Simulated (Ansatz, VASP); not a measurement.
# KCl in VASP and in Ansatz

The input INCAR:

```
SYSTEM = KCl
PREC = Accurate
ENCUT = 520
EDIFF = 1E-6
ISMEAR = 0
SIGMA = 0.05
LREAL = .False.
LASPH = .True.
NELM = 80
ALGO = Normal
ISIF = 2
LWAVE = .False.
LCHARG = .False.
GGA = PE
NBANDS = 15
```

Contents of KPOINTS:

```
regular mesh
0
Gamma
  6 6 6
  0 0 0
```

Contents of POSCAR:

```
KCl
1.0
    3.8967839400      0.0000000000      0.0000000000
    0.0000000000      3.8967839400      0.0000000000
    0.0000000000      0.0000000000      3.9543718800
K Cl
1 1
Direct
    0.0000000000      0.0000000000      0.0000000000
    0.5000000000      0.5000000000      0.5000000000
```

Input for Ansatz:

```yaml
crystal:
  lattice:
    - [3.89678394, 0.0, 0.0]
    - [0.0, 3.89678394, 0.0]
    - [0.0, 0.0, 3.95437188]
  atoms:
    - { symbol: K, position: [0.0, 0.0, 0.0] }
    - { symbol: Cl, position: [0.5, 0.5, 0.5] }
basis:
  ecutwfc: 420
kpoints:
  mp_grid: { grid: [6, 6, 6] }
hamiltonian:
  xc: pbe
scf:
  occupations: { method: gaussian, width: 0.05 }
output:
  forces: true
  stress: true
  eigenvalues: true
```

Change from the starting cell: strain +0.015 along x and y, +0.030 along z, atoms carried along.

Alike in both runs: task single point; functional PBE; k mesh 6 × 6 × 6; occupations gaussian, width 0.05 eV; no spin polarisation.

```csv
,VASP,Ansatz
version,VASP 6.6.1,Ansatz 0.2.0
potentials or method,"VASP PAW PBE potentials, release 64 (K_sv, Cl), cutoff 520 eV","scalar-relativistic, plane waves, PAW"
valence electrons in the cell,16,16
```

```tsv
	VASP	Ansatz	Ansatz less VASP
gap on the k mesh at the Fermi level (eV)	4.54	4.54	+0.001
least direct gap on the mesh (eV)	4.73	4.73	0.000
pressure (GPa)	-1.0	-1.0	0.00
traceless stress, the component that is largest in VASP (GPa)	-0.39	-0.39	-0.001
```
